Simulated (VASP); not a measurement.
# BeTe (Fm-3m) in VASP: notebook, part 2 of 2

VASP 6.6.1. The steps go on from the part before.

### 3 Single point, PBE-based screened hybrid with 25 % exact exchange

The input, POSCAR:

```
BeTe
1.0
    0.0000000000      2.6803100000      2.6803100000
    2.6803100000      0.0000000000      2.6803100000
    2.6803100000      2.6803100000      0.0000000000
Be Te
1 1
Direct
    0.5000000000      0.5000000000      0.5000000000
    0.0000000000      0.0000000000      0.0000000000
```

The input, INCAR.step1:

```
  PREC = Accurate
  ENCUT = 520
  EDIFF = 1E-5
  ISMEAR = -1
  SIGMA = 0.05
  LREAL = False
  LASPH = True
  NELM = 100
  ALGO = Normal
  ISIF = 2
  LWAVE = True
  LCHARG = False
  NBANDS = 11
  GGA = PE
```

The input, INCAR.step2:

```
  PREC = Accurate
  ENCUT = 520
  EDIFF = 1E-7
  ISMEAR = -1
  SIGMA = 0.05
  LREAL = False
  LASPH = True
  NELM = 100
  ALGO = Normal
  ISIF = 2
  LWAVE = False
  LCHARG = False
  GGA = PE
  LHFCALC = True
  AEXX = 0.25
  HFSCREEN = 0.4
  PRECFOCK = Normal
  NBANDS = 11
  ISTART = 1
```

The input, KPOINTS:

```
regular mesh
0
Gamma
  5 5 5
```

Potentials or basis: VASP PAW PBE potentials, release 64 (Be, Te).

On the command line:

```console
cat potpaw_PBE.64/Be/POTCAR potpaw_PBE.64/Te/POTCAR > POTCAR
cp INCAR.step1 INCAR
mpirun -np 1 vasp_std > vasp.out
cp INCAR.step2 INCAR
mpirun -np 1 vasp_std > vasp.out
```

OUTCAR:

```text
PREC = Accurate
   ENCUT = 520
   EDIFF = 1E-7
   ISMEAR = -1
   LREAL = False
   LASPH = True
   NELM = 100
   ISIF = 2
   GGA = PE
   LHFCALC = True
   AEXX = 0.25
   HFSCREEN = 0.4
   PRECFOCK = Normal
   ISTART = 1

 ion  position               nearest neighbor table
   1  0.500  0.500  0.500-   2 2.68   2 2.68   2 2.68   2 2.68   2 2.68   2 2.68
   2  0.000  0.000  0.000-   1 2.68   1 2.68   1 2.68   1 2.68   1 2.68   1 2.68

  LATTYP: Found a face centered cubic cell.
 ALAT       =     5.3606200000

  Lattice vectors:

 A1 = (   0.0000000000,   2.6803100000,   2.6803100000)
 A2 = (   2.6803100000,   0.0000000000,   2.6803100000)
 A3 = (   2.6803100000,   2.6803100000,   0.0000000000)

Analysis of symmetry for initial positions (statically):
=====================================================================
 Subroutine PRICEL returns:
 Original cell was already a primitive cell.

 Routine SETGRP: Setting up the symmetry group for a
 face centered cubic supercell.

 Subroutine GETGRP returns: Found 48 space group operations
 (whereof 48 operations were pure point group operations)
 out of a pool of 48 trial point group operations.

The static configuration has the point symmetry O_h .

Analysis of symmetry for dynamics (positions and initial velocities):
=====================================================================
 Subroutine PRICEL returns:
 Original cell was already a primitive cell.

 Routine SETGRP: Setting up the symmetry group for a
 face centered cubic supercell.

 Subroutine GETGRP returns: Found 48 space group operations
 (whereof 48 operations were pure point group operations)
 out of a pool of 48 trial point group operations.

The dynamic configuration has the point symmetry O_h .

 Subroutine INISYM returns: Found 48 space group operations
 (whereof 48 operations are pure point group operations),
 and found     1 'primitive' translations

----------------------------------------------------------------------------------------

[... 111 lines left out ...]
   HFSCREENC=   0.4000 screening length for correlation (either q_TF or 0.3 A-1)
   ENCUTFOCK=  -1.0 apply spherical cutoff to Coloumb kernel
   IVDW    =     0    specifies the selected vdW correction
   LEPSILON=     F    determine dielectric tensor
   LRPA    =     F    only Hartree local field effects (RPA)
 non-spin polarized calculation
  energy-cutoff  :      520.00
  volume of cell :       38.51
 maximum number of plane-waves:      1047
  NGX = 24; NGY = 24; NGZ = 24

 number of electron       8.0000000 magnetization

 Free energy of the ion-electron system (eV)
  ---------------------------------------------------
  ext. energy  EPLUGINS =         0.00000000
  ---------------------------------------------------
  free energy    TOTEN  =        -7.17045373 eV

  energy without entropy =       -7.16361811  energy(sigma->0) =       -7.16703592

 E-fermi :   7.1703     XC(G=0):  -8.5539

 val. band max:        6.8059812516   @ k =   0.0000   0.0000   0.0000
 cond. band min:       7.1704908942   @ k =  -0.2000   0.2000   0.0000
 fundamental gap:      0.3645096426
 Fermi energy:         7.1702800559

 k-point     1 :       0.0000    0.0000    0.0000
  band No.  band energies     occupation
      1      -7.3095      2.00000
      2       6.8060      1.99863
      3       6.8060      1.99863
      4       6.8060      1.99863
      5      10.4510      0.00000
      6      14.0164      0.00000
      7      14.0164      0.00000
      8      14.0164      0.00000
      9      14.3550      0.00000
     10      14.3550      0.00000
     11      14.3550      0.00000
[... 113 lines left out ...]
 k-point    10 :      -0.4000    0.4000    0.2000
  band No.  band energies     occupation
      1      -4.5517      2.00000
      2       1.2988      2.00000
      3       2.5285      2.00000
      4       3.6723      2.00000
      5       9.6907      0.00000
      6      11.6154      0.00000
      7      13.7356      0.00000
      8      16.9171      0.00000
      9      17.0382      0.00000
     10      17.3703      0.00000
     11      21.3677      0.00000

------------------------ aborting loop because EDIFF is reached ----------------------------------------

  FORCE on cell =-STRESS in cart. coord.  units (eV):
  Direction    XX          YY          ZZ          XY          YZ          ZX
  --------------------------------------------------------------------------------------
  -------------------------------------------------------------------------------------
  Total       -0.1248778     -0.1248778     -0.1248778     -0.0000000      0.0000000     -0.0000000
  in kB       -5.1953009     -5.1953009     -5.1953009     -0.0000000      0.0000000     -0.0000000
  external PRESSURE =      -5.1953009 kB  Pullay stress =       0.0000000 kB

 VOLUME and BASIS-vectors are now :
 -----------------------------------------------------------------------------
  energy-cutoff  :      520.00
  volume of cell :       38.51
      direct lattice vectors                 reciprocal lattice vectors
     0.000000000  2.680310000  2.680310000    -0.186545586  0.186545586  0.186545586
     2.680310000  0.000000000  2.680310000     0.186545586 -0.186545586  0.186545586
     2.680310000  2.680310000  0.000000000     0.186545586  0.186545586 -0.186545586

 POSITION                                       TOTAL-FORCE (eV/Angst)
 -----------------------------------------------------------------------------------
      2.68031      2.68031      2.68031         0.000000      0.000000     -0.000000
      0.00000      0.00000      0.00000        -0.000000      0.000000      0.000000
 -----------------------------------------------------------------------------------
    total drift:                                0.000000     -0.000001      0.000000

  FREE ENERGIE OF THE ION-ELECTRON SYSTEM (eV)
  ---------------------------------------------------
  free  energy   TOTEN  =        -7.1704537251 eV

  energy  without entropy=       -7.1636181076  energy(sigma->0) =       -7.16703592
```

OUTCAR.step1:

```text
PREC = Accurate
   ENCUT = 520
   EDIFF = 1E-5
   ISMEAR = -1
   LREAL = False
[... 344 lines left out ...]
      2.68031      2.68031      2.68031         0.000000     -0.000000     -0.000000
      0.00000      0.00000      0.00000        -0.000000      0.000000      0.000000
 -----------------------------------------------------------------------------------
    total drift:                               -0.000000      0.000000      0.000000

  FREE ENERGIE OF THE ION-ELECTRON SYSTEM (eV)
  ---------------------------------------------------
  free  energy   TOTEN  =        -6.5453385821 eV

  energy  without entropy=       -6.5365885606  energy(sigma->0) =       -6.54096357
```

It took 7.1 min on 1 thread of AMD EPYC 7R43 (Zen 3), shared host; peak memory 0.24 GiB.

Results:

| Quantity | Value |
| --- | --- |
| Free energy | -7.1705 eV |
| Pressure | -0.5 GPa |
| Band gap on the k mesh | zero (bands 4 and 5 overlap by 0.64 eV) |

Caveat: the k points lie up to 0.41 Å⁻¹ apart, too coarse for converged energies and pressures of a metal; the PAW data sets were made with another functional, which shifts forces and pressure a little; spin-orbit coupling is left out, which moves the levels of the heavy elements.

The gap in the log of VASP goes by the Fermi energy; the results here count the filled bands.